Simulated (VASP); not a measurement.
Here is a VASP 6.6.1 calculation.

The input INCAR:

```
SYSTEM = IrSe
PREC     = Accurate       ! precision mode
ENCUT    = 520            ! plane-wave cutoff, eV
EDIFF    = 1E-6           ! SCF threshold, eV
ISMEAR   = 0              ! smearing method
SIGMA    = 0.05           ! smearing width, eV
LREAL    = .False.        ! projectors in reciprocal space
LASPH    = .True.         ! aspherical terms in the spheres
NELM     = 60             ! most SCF steps
ALGO     = Normal         ! electronic algorithm
ISIF     = 2              ! what is computed and relaxed
LWAVE    = .False.        ! write WAVECAR
LCHARG   = .False.        ! write CHGCAR
GGA      = PE             ! functional
NBANDS   = 14             ! bands
```

File KPOINTS:

```
regular mesh
0
Gamma
  10 10 10
  0 0 0
```

Contents of POSCAR:

```
IrSe
1.0
    0.0000000000      2.8718703668      2.8718703668
    2.8718703668      0.0000000000      2.8718703668
    2.8718703668      2.8718703668      0.0000000000
Ir Se
1 1
Direct
    0.0000000000      0.0000000000      0.0000000000
    0.2500000000      0.2500000000      0.2500000000
```

Potentials or basis: VASP PAW PBE potentials, release 64 (Ir, Se).

The run is started by

```console
$ cat potpaw_PBE.64/Ir/POTCAR potpaw_PBE.64/Se/POTCAR > POTCAR
$ mpirun -np 1 vasp_std > vasp.out
```

(1) Estimate the pressure.

(2) Predict the band gap on the k mesh.

Results:

(1) -9.0 GPa.

(2) zero (an odd number of electrons rules out a gap without spin polarisation).

Caveat: the cell stands under tension; spin-orbit coupling is left out, which moves the levels of the heavy elements.
